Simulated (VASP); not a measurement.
Set up this calculation in VASP 6.6.1, as the native input.

```
Task                               : single point
Functional                         : HSE06
Potentials or basis                : VASP PAW PBE potentials, release 64 (Pb_d, S)
Cutoff                             : 520 eV
k mesh                             : 4 × 4 × 4
Occupations                        : gaussian, width 0.01 eV
Spin                               : no spin polarisation
Dipole correction                  : no
Grid for exact exchange (PRECFOCK) : Normal
Further INCAR settings             : ALGO = Normal; EDIFF = 1e-07; NBANDS = 17
Screening parameter                : 0.2079 1/Å
```

PbS:

```xyz
2
Lattice="0.0000 2.9872 2.9872 2.9872 0.0000 2.9872 2.9872 2.9872 0.0000" Properties=species:S:1:pos:R:3 pbc="T T T"
Pb    0.0000    0.0000    0.0000
S     2.9872    2.9872    2.9872
```

One way to write it, as run:

POSCAR

```
PbS
1.0
    0.0000000000      2.9872326629      2.9872326629
    2.9872326629      0.0000000000      2.9872326629
    2.9872326629      2.9872326629      0.0000000000
Pb S
1 1
Direct
    0.0000000000      0.0000000000      0.0000000000
    0.5000000000      0.5000000000      0.5000000000
```

INCAR.step1

```
SYSTEM = PbS
PREC = Accurate ; ENCUT = 520
EDIFF = 1E-5 ; ISMEAR = 0
SIGMA = 0.01 ; LREAL = .False.
LASPH = .True. ; NELM = 100
ALGO = Normal ; ISIF = 2
LWAVE = .True. ; LCHARG = .False.
NBANDS = 17 ; GGA = PE
```

INCAR.step2

```
SYSTEM = PbS
PREC = Accurate ; ENCUT = 520
EDIFF = 1E-7 ; ISMEAR = 0
SIGMA = 0.01 ; LREAL = .False.
LASPH = .True. ; NELM = 100
ALGO = Normal ; ISIF = 2
LWAVE = .False. ; LCHARG = .False.
GGA = PE ; LHFCALC = .True.
HFSCREEN = 0.2079 ; PRECFOCK = Normal
NBANDS = 17 ; ISTART = 1
```

KPOINTS

```
regular mesh
0
Gamma
  4 4 4
  0 0 0
```

Potentials or basis: VASP PAW PBE potentials, release 64 (Pb_d, S).

Command:

```bash
$ cat potpaw_PBE.64/Pb_d/POTCAR potpaw_PBE.64/S/POTCAR > POTCAR
$ cp INCAR.step1 INCAR
$ mpirun -np 1 vasp_std > vasp.out
$ cp INCAR.step2 INCAR
$ mpirun -np 1 vasp_std > vasp.out
```

It gave:

```yaml
Pressure: -0.2 GPa
Band_gap_on_the_k_mesh: 0.89 eV, direct
```

Caveat: the k points lie up to 0.46 Å⁻¹ apart; the PAW data sets were made with another functional, which shifts forces and pressure a little; spin-orbit coupling is left out, which moves the levels of the heavy elements.

It took 3.8 min on 1 thread of Intel(R) Xeon(R) Platinum 8559C (Emerald Rapids) (shared host), peak memory 0.29 GiB.
